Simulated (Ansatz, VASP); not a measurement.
# Two plane-wave programs on Pb

The input POSCAR:

```
Pb
1.0
    0.0000000000      2.4244952108      2.4244952108
    2.4244952108      0.0000000000      2.4244952108
    2.4244952108      2.4244952108      0.0000000000
Pb
1
Direct
    0.0000000000      0.0000000000      0.0000000000
```

The input INCAR.step1:

```
PREC = Accurate
ENCUT = 520
EDIFF = 1E-5
ISMEAR = -1
SIGMA = 0.05
LREAL = False
LASPH = True
NELM = 100
ALGO = Normal
ISIF = 2
LWAVE = True
LCHARG = False
NBANDS = 13
GGA = PE
```

The input INCAR.step2:

```
PREC = Accurate
ENCUT = 520
EDIFF = 1E-6
ISMEAR = -1
SIGMA = 0.05
LREAL = False
LASPH = True
NELM = 100
ALGO = Normal
ISIF = 2
LWAVE = False
LCHARG = False
GGA = PE
LHFCALC = True
AEXX = 0.25
PRECFOCK = Normal
NBANDS = 13
ISTART = 1
```

The input KPOINTS:

```
Automatic mesh
0
Gamma
  6 6 6
```

File input:

```
crystal:
  lattice:
    - [0.0, 2.4244952108, 2.4244952108]
    - [2.4244952108, 0.0, 2.4244952108]
    - [2.4244952108, 2.4244952108, 0.0]
  atoms:
    - { symbol: Pb, position: [0.0, 0.0, 0.0] }
hamiltonian:
  xc: pbe0
  pseudopotentials: { kind: paw }
kpoints:
  mp_grid: { grid: [6, 6, 6] }
scf:
  occupations: { method: fermi_dirac, width: 0.05 }
output:
  forces: true
  stress: true
  eigenvalues: true
```

Alike in both runs: task single point; functional PBE0; k mesh 6 × 6 × 6; occupations fermi-dirac, width 0.05 eV; no spin polarisation.

|  | VASP | Ansatz |
| --- | --- | --- |
| version | VASP 6.6.1 | Ansatz 0.2.0 |
| potentials or method | VASP PAW PBE potentials, release 64 (Pb_d) | Ansatz PAW |
| plane-wave cutoff (eV) | 520 | 420 |
| valence electrons in the cell | 14 | 14 |

VASP gave:

* gap on the k mesh at the Fermi level (eV): none
* pressure (GPa): 5.7

Task: Which values does Ansatz return?

Result: gap on the k mesh at the Fermi level (eV): none; pressure (GPa): 5.9.

A gap of «none» marks a metal or a gap that the smearing closes. The functional is the same, so the differences come from potentials, cutoffs and numerics.

The k mesh is coarse, so the values compare programs but aren't converged. Neither program's run includes spin-orbit coupling.
